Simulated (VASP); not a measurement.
Set up this calculation in VASP 6.6.1, as the native input.

```
Task                   : single point
Functional             : PBE
Potentials or basis    : VASP PAW PBE potentials, release 64 (Hg, Ru_pv)
Cutoff                 : 520 eV
k mesh                 : 16 × 16 × 16
Occupations            : gaussian, width 0.1 eV
Spin                   : no spin polarisation
Dipole correction      : no
Further INCAR settings : ALGO = Normal; EDIFF = 1e-07; NBANDS = 20
```

The structure of HgRu lies in POSCAR:

```
HgRu
1.0
    0.0000000000      3.0081203988      3.0081203988
    3.0081203988      0.0000000000      3.0081203988
    3.0081203988      3.0081203988      0.0000000000
Hg Ru
1 1
Direct
    0.0000000000      0.0000000000      0.0000000000
    0.7500000000      0.7500000000      0.7500000000
```

One way to write it, as run:

INCAR

```
  PREC = Accurate
  ENCUT = 520
  EDIFF = 1E-7
  ISMEAR = 0
  SIGMA = 0.1
  LREAL = False
  LASPH = True
  NELM = 100
  ALGO = Normal
  ISIF = 2
  LWAVE = False
  LCHARG = True
  GGA = PE
  LELF = True
  LVHAR = True
  NBANDS = 20
```

KPOINTS

```
Automatic mesh
0
Gamma
  16 16 16
```

Potentials or basis: VASP PAW PBE potentials, release 64 (Hg, Ru_pv).

The run is started by

```sh
$ cat potpaw_PBE.64/Hg/POTCAR potpaw_PBE.64/Ru_pv/POTCAR > POTCAR
$ mpirun -np 1 vasp_std > vasp.out
```

It gave:

The pressure is 0.6 GPa and the band gap on the k mesh is zero (band 13 reaches 2.67 eV, above the bottom of band 14 at 2.40 eV).

Caveat: spin-orbit coupling is left out, which moves the levels of the heavy elements.

Run time: 41 s on 1 thread of Intel(R) Xeon(R) 6975P-C (Granite Rapids), with other jobs on the host, peak memory 0.29 GiB.
